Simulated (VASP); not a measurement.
Write the native input for VASP 6.6.1 that does the following.

```yaml
Task: relaxation of cell and atoms
Functional: PBE
Potentials_or_basis: VASP PAW PBE potentials, release 64 (Ga_d, I)
Cutoff: 600 eV
k_mesh: 6 × 6 × 4
Occupations: gaussian, width 0.1 eV
Spin: no spin polarisation
Dipole_correction: no
Further_INCAR_settings: ALGO = Normal; EDIFF = 1e-06; IBRION = 2; EDIFFG = -0.04; NSW = 90; ISIF = 3
```

The structure of Ga3I2 lies in POSCAR:

```
Ga3I2
1.0
    5.2141863012      0.0000000000      0.0000000000
   -2.6070931506      4.5156177969      0.0000000000
    0.0000000000      0.0000000000      6.2924765046
Ga I
3 2
Direct
    0.5000000000      0.0000000000      0.5000000000
    0.0000000000      0.5000000000      0.5000000000
    0.5000000000      0.5000000000      0.5000000000
    0.6666666667      0.3333333333      0.2080834653
    0.6666666667      0.3333333333      0.7919165347
```

The cell was built from a structure type or drawn by symmetry, and may not be a known phase.

One way to write it, as run:

INCAR

```
SYSTEM = Ga3I2
PREC = Accurate
ENCUT = 600
EDIFF = 1E-6
ISMEAR = 0
SIGMA = 0.1
LREAL = .FALSE.
LASPH = .TRUE.
NELM = 60
ALGO = Normal
ISIF = 3
LWAVE = .FALSE.
LCHARG = .FALSE.
GGA = PE
IBRION = 2
NSW = 90
EDIFFG = -0.04
```

KPOINTS

```
Automatic mesh
0
G
  6 6 4
  0 0 0
```

Potentials or basis: VASP PAW PBE potentials, release 64 (Ga_d, I).

Command:

```bash
$ cat potpaw_PBE.64/Ga_d/POTCAR potpaw_PBE.64/I/POTCAR > POTCAR
$ mpirun -np 1 vasp_std > vasp.out
```

It gave:

| Item | Value |
| --- | --- |
| Relaxed volume | 45.73 Å³/atom |
| Relaxed cell | a = 5.438 Å, b = 5.438 Å, c = 8.928 Å, α = 90.00°, β = 90.00°, γ = 120.00° |
| Space group after relaxing (to 0.1 Å) | P-6m2 (No. 187) |
| Energy gained by relaxing | 1655.8 meV/atom |
| Ionic steps | 15 |
| Pressure after relaxing | 0.0 GPa |
| Largest force after relaxing | 0.028 eV/Å |
| Band gap on the k mesh | zero (an odd number of electrons rules out a gap without spin polarisation) |

Caveat: the volume moved by over 15 % at a fixed basis, so the end points are rough; spin-orbit coupling is left out, which moves the levels of the heavy elements; this functional lacks dispersion, which binds the layers, so the pressure and a relaxed spacing across them are unreliable; an odd number of electrons without spin polarisation forces a metal; a magnetic or distorted state may lie lower.

Run time: 11 min on 1 thread of Intel(R) Xeon(R) 6975P-C (Granite Rapids), with other jobs on the host, peak memory 0.35 GiB.
